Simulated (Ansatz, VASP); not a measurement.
One calculation of PbO, two programs

The input INCAR:

```
  PREC = Accurate
  ENCUT = 520
  EDIFF = 1E-7
  ISMEAR = 0
  SIGMA = 0.02
  LREAL = F
  LASPH = T
  NELM = 60
  ALGO = Normal
  ISIF = 2
  LWAVE = F
  LCHARG = F
  LDIPOL = T
  IDIPOL = 3
  DIPOL = 0.5 0.5 0.500
  GGA = PE
  IVDW = 12
  NBANDS = 28
```

File KPOINTS:

```
regular mesh
0
Gamma
  6 6 1
```

Contents of POSCAR:

```
PbO
1.0
    3.6910000000      0.0000000000      0.0000000000
    0.0000000000      3.6910000000      0.0000000000
    0.0000000000      0.0000000000     30.7493267952
Pb O
2 2
Direct
    0.5000000000      0.0000000000      0.4607471081
    0.0000000000      0.5000000000      0.5392528919
    0.0000000000      0.0000000000      0.5000000000
    0.5000000000      0.5000000000      0.5000000000
```

Input for Ansatz:

```yaml
crystal:
  lattice:
    - [3.691, 0.0, 0.0]
    - [0.0, 3.691, 0.0]
    - [0.0, 0.0, 30.7493267952]
  atoms:
    - { symbol: Pb, position: [0.5, 0.0, 0.4607471081] }
    - { symbol: O, position: [0.0, 0.0, 0.5] }
    - { symbol: O, position: [0.5, 0.5, 0.5] }
    - { symbol: Pb, position: [0.0, 0.5, 0.5392528919] }
  periodic: [true, true, false]
basis:
  ecutwfc: 420
kpoints:
  mp_grid: { grid: [6, 6, 1] }
hamiltonian:
  xc: pbe
  dispersion: d3bj
scf:
  occupations: { method: gaussian, width: 0.02 }
output:
  forces: true
  stress: true
  eigenvalues: true
```

Alike in both runs: task single point; functional PBE; dispersion D3(BJ); k mesh 6 × 6 × 1; occupations gaussian, width 0.02 eV; no spin polarisation.

|  | VASP | Ansatz |
| --- | --- | --- |
| version | VASP 6.6.1 | Ansatz 0.2.0 |
| potentials or method | VASP PAW PBE potentials, release 64 (Pb_d, O), cutoff 520 eV | scalar-relativistic, plane waves, PAW |
| valence electrons in the cell | 40 | 40 |

```tsv
	VASP	Ansatz	Ansatz less VASP
gap on the k mesh at the Fermi level (eV)	3.43	3.45	+0.014
least direct gap on the mesh (eV)	3.47	3.48	+0.014
rms of the force components (eV/Å)	1.070	1.043	-0.0270
```

Spin-orbit coupling is off throughout.
